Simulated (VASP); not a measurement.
# AlNi (P4/mmm) in VASP: further runs

AlNi is run at these levels: LDA; tasks: elastic constants, vibrations by perturbation theory.

Program: VASP 6.6.1. These are calculated values, not measurements. Logs are shortened: lines on timing, memory, paths and dates and some standing lists are left out, and cuts for length are marked.

**1. The cell of the first run**

The typed cell holds 2 atoms: a = 2.832 Å, b = 2.832 Å, c = 2.835 Å, α = 90.00°, β = 90.00°, γ = 90.00°.

**2. Elastic constants, LDA**

Input file INCAR:

```
SYSTEM = AlNi
ALGO = Fast
EDIFF = 1E-8
ENCUT = 600
IBRION = 6
ISIF = 3
ISMEAR = -1
LASPH = .True.
LCHARG = .False.
LREAL = .False.
LWAVE = .False.
NBANDS = 14
NELM = 100
NFREE = 2
NSW = 1
POTIM = 0.015
PREC = Accurate
SIGMA = 0.15
```

Input file KPOINTS:

```
k-points
0
Gamma
  5 5 4
  0 0 0
```

Input file POSCAR:

```
AlNi
1.0
    2.0028655982     -2.0028644324      0.0000000000
    2.0028655982      2.0028644324      0.0000000000
    0.0000000000      0.0000000000      2.8351334304
Al Ni
1 1
Direct
    0.0000000000      0.0000000000      0.0000000000
    0.5000000000      0.5000000000      0.5000000000
```

Potentials or basis: VASP PAW LDA potentials, release 64 (Al, Ni).

Run with:

```bash
> cat potpaw_LDA.64/Al/POTCAR potpaw_LDA.64/Ni/POTCAR > POTCAR
> mpirun -np 1 vasp_std > vasp.out
```

OUTCAR:

```text
SYSTEM = AlNi
   EDIFF = 1E-8
   ENCUT = 600
   IBRION = 6
   ISIF = 3
   ISMEAR = -1
   LASPH = .True.
   LREAL = .False.
   NELM = 100
   NFREE = 2
   NSW = 1
   POTIM = 0.015
   PREC = Accurate

 ion  position               nearest neighbor table
   1  0.000  0.000  0.000-   2 2.45   2 2.45   2 2.45   2 2.45   2 2.45   2 2.45   2 2.45   2 2.45

   2  0.500  0.500  0.500-   1 2.45   1 2.45   1 2.45   1 2.45   1 2.45   1 2.45   1 2.45   1 2.45

  LATTYP: Found a simple tetragonal cell.
 ALAT       =     2.8324788682
 C/A-ratio  =     1.0009371869

  Lattice vectors:

 A1 = (   2.0028655982,  -2.0028644324,   0.0000000000)
 A2 = (   2.0028655982,   2.0028644324,   0.0000000000)
 A3 = (   0.0000000000,   0.0000000000,   2.8351334304)

Analysis of symmetry for initial positions (statically):
=====================================================================
 Subroutine PRICEL returns:
 Original cell was already a primitive cell.

 Routine SETGRP: Setting up the symmetry group for a
 simple tetragonal supercell.

 Subroutine GETGRP returns: Found 16 space group operations
 (whereof 16 operations were pure point group operations)
 out of a pool of 16 trial point group operations.

The static configuration has the point symmetry D_4h.

Analysis of symmetry for dynamics (positions and initial velocities):
=====================================================================
 Subroutine PRICEL returns:
 Original cell was already a primitive cell.

 Routine SETGRP: Setting up the symmetry group for a
 simple tetragonal supercell.

 Subroutine GETGRP returns: Found 16 space group operations
 (whereof 16 operations were pure point group operations)
 out of a pool of 16 trial point group operations.

The dynamic configuration has the point symmetry D_4h.

 Subroutine INISYM returns: Found 16 space group operations
 (whereof 16 operations are pure point group operations),
 and found     1 'primitive' translations

----------------------------------------------------------------------------------------

                                     Primitive cell

  volume of cell :      22.7461

  direct lattice vectors                    reciprocal lattice vectors
     2.002865598 -2.002864432  0.000000000     0.249642313 -0.249642458  0.000000000
     2.002865598  2.002864432  0.000000000     0.249642313  0.249642458  0.000000000
     0.000000000  0.000000000  2.835133430     0.000000000  0.000000000  0.352717085

  length of vectors
     2.832478868  2.832478868  2.835133430     0.353047647  0.353047647  0.352717085

  position of ions in fractional coordinates (direct lattice)
     0.000000000  0.000000000  0.000000000
     0.500000000  0.500000000  0.500000000

  ion indices of the primitive-cell ions
   primitive index   ion index
                 1           1
                 2           2

----------------------------------------------------------------------------------------

 KPOINTS: k-points

Automatic generation of k-mesh.
 Grid dimensions read from file:
 generate k-points for:    5    5    4

 Generating k-lattice:

  Cartesian coordinates                     Fractional coordinates (reciprocal lattice)
[... 79 lines left out ...]
   LHFCALC =     F    Hartree Fock is set to
   AEXX    =    0.0000 exact exchange contribution
   IVDW    =     0    specifies the selected vdW correction
   LEPSILON=     F    determine dielectric tensor
   LRPA    =     F    only Hartree local field effects (RPA)
 finite differences with symmetry
 non-spin polarized calculation
 RMM-DIIS sequential band-by-band and
  energy-cutoff  :      600.00
  volume of cell :       22.75
 maximum number of plane-waves:       772
 NGX is ok and might be reduce to    24
   NGX = 11   NGY = 11   NGZ = 11

--------------------------------------- Ionic step        1  -------------------------------------------

 number of electron      12.9999994 magnetization

 Free energy of the ion-electron system (eV)
  ---------------------------------------------------
  ext. energy  EPLUGINS =         0.00000000
  ---------------------------------------------------
  free energy    TOTEN  =       -12.24526254 eV

  energy without entropy =      -12.18730926  energy(sigma->0) =      -12.21628590

------------------------ aborting loop because EDIFF is reached ----------------------------------------

  FORCE on cell =-STRESS in cart. coord.  units (eV):
  Direction    XX          YY          ZZ          XY          YZ          ZX
  --------------------------------------------------------------------------------------
  -------------------------------------------------------------------------------------
  Total        0.2316774      0.2316771     -0.2421109      0.0000000      0.0000000      0.0000000
  in kB       16.3187695     16.3187505    -17.0536815      0.0000000      0.0000000      0.0000000
  external PRESSURE =       5.1946128 kB  Pullay stress =       0.0000000 kB
[... 89 lines left out ...]
  FREE ENERGIE OF THE ION-ELECTRON SYSTEM (eV)
  ---------------------------------------------------
  free  energy   TOTEN  =       -12.2361195108 eV

  energy  without entropy=      -12.1779502504  energy(sigma->0) =      -12.20703488

[... ionic steps 4 to 18 ...]

--------------------------------------- Ionic step       19  -------------------------------------------

 number of electron      12.9999997 magnetization

------------------------ aborting loop because EDIFF is reached ----------------------------------------
[... 67 lines left out ...]
--------------------------------------- Ionic step       21  -------------------------------------------

 number of electron      12.9999996 magnetization

 Free energy of the ion-electron system (eV)
  ---------------------------------------------------
  ext. energy  EPLUGINS =         0.00000000
  ---------------------------------------------------
  free energy    TOTEN  =       -12.24453536 eV

  energy without entropy =      -12.18655394  energy(sigma->0) =      -12.21554465

 E-fermi :  10.4699     XC(G=0): -12.5444

 val. band max:       10.4281736836   @ k =   0.4000   0.2000   0.2500
 cond. band min:      10.8357001775   @ k =   0.4000   0.4000   0.2500
 fundamental gap:      0.4075264939
 Fermi energy:        10.4699355962

 k-point     1 :       0.0000    0.0000    0.0000
  band No.  band energies     occupation
      1      -1.0262      2.00000
      2       6.9544      2.00000
      3       6.9590      2.00000
      4       8.7834      1.99997
      5       8.7834      1.99997
      6       8.7850      1.99997
      7      16.0877      0.00000
      8      16.1217      0.00000
      9      16.1217      0.00000
     10      18.8158      0.00000
     11      18.8209      0.00000
     12      24.9050      0.00000
     13      31.8078      0.00000
     14      31.8088      0.00000
[... 316 lines left out ...]
  FREE ENERGIE OF THE ION-ELECTRON SYSTEM (eV)
  ---------------------------------------------------
  free  energy   TOTEN  =       -12.2445353584 eV

  energy  without entropy=      -12.1865539413  energy(sigma->0) =      -12.21554465

 INTERNAL STRAIN TENSORS FROM STRAINED CELLS
 ============================================

 INTERNAL STRAIN TENSOR FOR ION    1 for displacements in x,y,z  (eV/Angst):
          X           Y           Z          XY          YZ          ZX
  --------------------------------------------------------------------------------
  x    -0.00000    -0.00000     0.00000    -0.00000     0.00000    -0.00000
  y     0.00000     0.00000     0.00000     0.00000    -0.00000     0.00000
  z     0.00000     0.00000     0.00000     0.00000     0.00000     0.00000

 INTERNAL STRAIN TENSORS FROM DISPLACED ATOMS
 ============================================

 INTERNAL STRAIN TENSOR FOR ION    1 for displacements in x,y,z  (eV/Angst):
          X           Y           Z          XY          YZ          ZX
  --------------------------------------------------------------------------------
  x     0.00000     0.00000     0.00000     0.00000     0.00000     0.00000
  y     0.00000     0.00000     0.00000     0.00000     0.00000     0.00000
  z     0.00000     0.00000     0.00000     0.00000     0.00000     0.00000

 INTERNAL STRAIN TENSOR FOR ION    2 for displacements in x,y,z  (eV/Angst):
          X           Y           Z          XY          YZ          ZX
  --------------------------------------------------------------------------------
  x     0.00000     0.00000     0.00000     0.00000     0.00000     0.00000
  y     0.00000     0.00000     0.00000     0.00000     0.00000     0.00000
  z     0.00000     0.00000     0.00000     0.00000     0.00000     0.00000

 Eigenvectors and eigenvalues of the dynamical matrix
 ----------------------------------------------------

   1 f  =    9.297513 THz    58.417998 2PiTHz  310.131654 cm-1    38.451407 meV
             X         Y         Z           dx          dy          dz
      0.000000  0.000000  0.000000     0.827697    0.000000    0.000000
      2.002866  0.000000  1.417567    -0.561175    0.000000    0.000000
[... 21 lines left out ...]
   6 f/i=    0.000929 THz     0.005839 2PiTHz    0.030997 cm-1     0.003843 meV
             X         Y         Z           dx          dy          dz
      0.000000  0.000000  0.000000     0.000000    0.000000   -0.561276
      2.002866  0.000000  1.417567     0.000000    0.000000   -0.827629

--------------------------------------------------------------------------------------------------------

 ELASTIC MODULI CONTR FROM IONIC RELAXATION (kBar)
 Direction    XX          YY          ZZ          XY          YZ          ZX
 --------------------------------------------------------------------------------
 XX           0.0000      0.0000      0.0000      0.0000      0.0000      0.0000
 YY           0.0000      0.0000      0.0000      0.0000      0.0000      0.0000
 ZZ           0.0000      0.0000      0.0000      0.0000      0.0000      0.0000
 XY           0.0000      0.0000      0.0000      0.0000      0.0000      0.0000
 YZ           0.0000      0.0000      0.0000      0.0000      0.0000      0.0000
 ZX           0.0000      0.0000      0.0000      0.0000      0.0000      0.0000
 --------------------------------------------------------------------------------

 TOTAL ELASTIC MODULI (kBar)
 Direction    XX          YY          ZZ          XY          YZ          ZX
 --------------------------------------------------------------------------------
 XX        3421.7163    860.0946   1349.0006      0.0000      0.0000     -0.0000
 YY         860.0946   3421.7083   1348.9991      0.0000      0.0000      0.0000
 ZZ        1349.0006   1348.9991   2905.6172      0.0000      0.0000     -0.0000
 XY           0.0000      0.0000      0.0000    358.1852      0.0000      0.0000
 YZ           0.0000      0.0000      0.0000      0.0000   1371.5792      0.0000
 ZX          -0.0000      0.0000     -0.0000      0.0000      0.0000   1371.5808
 --------------------------------------------------------------------------------
```

Wall time 82 s (1 thread of Intel Xeon 6975P-C (Granite Rapids), shared host); peak memory 0.15 GiB.

Results:

| Quantity | Value |
| --- | --- |
| Voigt bulk modulus | 187 GPa |
| Highest phonon frequency at Γ, LO-TO splitting left out | 310 cm⁻¹ |

Phonon frequencies in cm⁻¹ (negative: imaginary):
```
              q point        frequencies
(0.000, 0.000, 0.000)  0 0 0 309 310 310
```

Elastic tensor in Voigt notation (GPa, in the Cartesian axes of the cell as first typed):
```
342  86 135   0   0   0
 86 342 135   0   0   0
135 135 291   0   0   0
  0   0   0 137   0   0
  0   0   0   0 137   0
  0   0   0   0   0  36
```

Clamped-ion elastic tensor (GPa):
```
342  86 135   0   0   0
 86 342 135   0   0   0
135 135 291   0   0   0
  0   0   0 137   0   0
  0   0   0   0 137   0
  0   0   0   0   0  36
```

Caveat: the k points lie up to 0.55 Å⁻¹ apart. Spin polarisation is off, so any magnetic state and its effect on volume and gap are missing.

**3. Elastic constants, LDA**

Input file INCAR:

```
SYSTEM = AlNi
PREC = Accurate
ENCUT = 600
EDIFF = 1E-8
ISMEAR = -1
SIGMA = 0.15
LREAL = .FALSE.
LASPH = .TRUE.
NELM = 60
ALGO = Fast
ISIF = 3
LWAVE = .FALSE.
LCHARG = .TRUE.
IBRION = 6
NFREE = 2
POTIM = 0.015
NSW = 1
```

Input file KPOINTS:

```
Automatic mesh
0
G
  6 6 5
  0 0 0
```

POSCAR is that of step 2.

Potentials or basis: VASP PAW LDA potentials, release 64 (Al, Ni).

Run with:

```bash
> cat potpaw_LDA.64/Al/POTCAR potpaw_LDA.64/Ni/POTCAR > POTCAR
> mpirun -np 1 vasp_std > vasp.out
```

It took 80 s on 1 thread of Intel Xeon 6975P-C (Granite Rapids), shared host; peak memory 0.17 GiB.

The run converged. Its results:

```
Voigt bulk modulus                                      : 187 GPa
Highest phonon frequency at Γ, LO-TO splitting left out : 313 cm⁻¹
```

Phonon frequencies in cm⁻¹ (negative: imaginary):
```tsv
q point	frequencies
(0.000, 0.000, 0.000)	0 0 0 308 308 313
```

Elastic tensor in Voigt notation (GPa, in the Cartesian axes of the cell as first typed):
```
316  65 169   0   0   0
 65 316 169   0   0   0
169 169 242   0   0   0
  0   0   0 125   0   0
  0   0   0   0 125   0
  0   0   0   0   0  10
```

Clamped-ion elastic tensor (GPa):
```
316  65 169   0   0   0
 65 316 169   0   0   0
169 169 242   0   0   0
  0   0   0 125   0   0
  0   0   0   0 125   0
  0   0   0   0   0  10
```

Caveat: the k points lie up to 0.44 Å⁻¹ apart. Spin polarisation is off, so any magnetic state and its effect on volume and gap are missing.

**4. Vibrations by perturbation theory, LDA**

This run uses another cell than the first one, of 10.83 Å³/atom, 0.953 times its volume.

Input file INCAR:

```
PREC     = Accurate       # precision mode
ENCUT    = 520            # plane-wave cutoff, eV
EDIFF    = 1E-8           # SCF threshold, eV
ISMEAR   = -1             # smearing method
SIGMA    = 0.15           # smearing width, eV
LREAL    = False          # projectors in reciprocal space
LASPH    = True           # aspherical terms in the spheres
NELM     = 100            # most SCF steps
ALGO     = Normal         # electronic algorithm
ISIF     = 2              # what is computed and relaxed
LWAVE    = False          # write WAVECAR
LCHARG   = True           # write CHGCAR
GGA      = CA             # functional
NBANDS   = 14             # bands
IBRION   = 8              # ionic algorithm
NSW      = 1              # ionic steps
```

Input file KPOINTS:

```
regular mesh
0
Gamma
  16 16 14
```

Input file POSCAR:

```
AlNi
1.0
    1.9706064024     -1.9706064024      0.0000000000
    1.9706064024      1.9706064024      0.0000000000
    0.0000000000      0.0000000000      2.7898086312
Al Ni
1 1
Direct
    0.0000000000      0.0000000000      0.0000000000
    0.5000000000      0.5000000000      0.5000000000
```

Potentials or basis: VASP PAW LDA potentials, release 64 (Al, Ni).

Run with:

```bash
> cat potpaw_LDA.64/Al/POTCAR potpaw_LDA.64/Ni/POTCAR > POTCAR
> mpirun -np 1 vasp_std > vasp.out
```

OUTCAR:

```text
PREC = Accurate
   ENCUT = 520
   EDIFF = 1E-8
   ISMEAR = -1
   LREAL = False
   LASPH = True
   NELM = 100
   ISIF = 2
   GGA = CA
   IBRION = 8
   NSW = 1

 ion  position               nearest neighbor table
   1  0.000  0.000  0.000-   2 2.41   2 2.41   2 2.41   2 2.41   2 2.41   2 2.41   2 2.41   2 2.41

   2  0.500  0.500  0.500-   1 2.41   1 2.41   1 2.41   1 2.41   1 2.41   1 2.41   1 2.41   1 2.41

  LATTYP: Found a simple tetragonal cell.
 ALAT       =     2.7868583004
 C/A-ratio  =     1.0010586584

  Lattice vectors:

 A1 = (   1.9706064024,  -1.9706064024,   0.0000000000)
 A2 = (   1.9706064024,   1.9706064024,   0.0000000000)
 A3 = (   0.0000000000,   0.0000000000,   2.7898086312)

Analysis of symmetry for initial positions (statically):
=====================================================================
 Subroutine PRICEL returns:
 Original cell was already a primitive cell.

 Routine SETGRP: Setting up the symmetry group for a
 simple tetragonal supercell.

[... 646 lines left out ...]
 INTERNAL STRAIN TENSOR  FOR ION    2  DIRECTION 3   (eV/Angst):
 -----------------------------------------------------------------------------
     0.01017  0.00000  0.00000
     0.00000  0.01017  0.00000
     0.00000  0.00000  0.03089

 INTERNAL STRAIN TENSOR FOR ION    2 for displacements in x,y,z  (eV/Angst):
          X           Y           Z          XY          YZ          ZX
  --------------------------------------------------------------------------------
  x     0.00000     0.00000     0.00000     0.00000     0.00000     0.00000
  y     0.00000     0.00000     0.00000     0.00000     0.00000     0.00000
  z     0.00000     0.00000     0.00000     0.00000     0.00000     0.00000

 SECOND DERIVATIVES (NOT SYMMETRIZED)
 ------------------------------------
               1X          1Y          1Z          2X          2Y          2Z
  1X    -7.833753    0.000000    0.000000    7.833753    0.000000    0.000000
  1Y     0.000000   -7.833753    0.000000    0.000000    7.833753    0.000000
  1Z    -0.000000    0.000000   -7.842161    0.000000   -0.000000    7.842161
  2X     7.819825    0.000000    0.000000   -7.819825    0.000000    0.000000
  2Y     0.000000    7.819825    0.000000    0.000000   -7.819825    0.000000
  2Z     0.000000    0.000000    7.825487    0.000000    0.000000   -7.825487

 Eigenvectors and eigenvalues of the dynamical matrix
 ----------------------------------------------------

   1 f  =   10.179561 THz    63.960068 2PiTHz  339.553606 cm-1    42.099263 meV
             X         Y         Z           dx          dy          dz
      0.000000  0.000000  0.000000     0.000000   -0.000000   -0.827962
      1.970606  0.000000  1.394904     0.000000    0.000000    0.560784
[... 21 lines left out ...]
   6 f/i=    0.005030 THz     0.031605 2PiTHz    0.167785 cm-1     0.020803 meV
             X         Y         Z           dx          dy          dz
      0.000000  0.000000  0.000000     0.000000    0.000000    0.560784
      1.970606  0.000000  1.394904     0.000000    0.000000    0.827962

--------------------------------------------------------------------------------------------------------

 ELASTIC MODULI CONTR FROM IONIC RELAXATION (kBar)
 Direction    XX          YY          ZZ          XY          YZ          ZX
 --------------------------------------------------------------------------------
 XX           0.0000      0.0000      0.0000      0.0000      0.0000      0.0000
 YY           0.0000      0.0000      0.0000      0.0000      0.0000      0.0000
 ZZ           0.0000      0.0000      0.0000      0.0000      0.0000      0.0000
 XY           0.0000      0.0000      0.0000      0.0000      0.0000      0.0000
 YZ           0.0000      0.0000      0.0000      0.0000      0.0000      0.0000
 ZX           0.0000      0.0000      0.0000      0.0000      0.0000      0.0000
 --------------------------------------------------------------------------------
```

Wall time 14 min (1 thread of Intel Xeon 8259CL, shared host); peak memory 0.67 GiB.

What came out:

| Item | Value |
| --- | --- |
| Highest phonon frequency at Γ, LO-TO splitting left out | 340 cm⁻¹ |

Phonon frequencies in cm⁻¹ (negative: imaginary):
| q point | frequencies |
| --- | --- |
| (0.000, 0.000, 0.000) | 0 0 0 339 339 340 |

Caveat: the cell wasn't relaxed at this level first, which shifts response properties. Spin polarisation is off, so any magnetic state and its effect on volume and gap are missing.
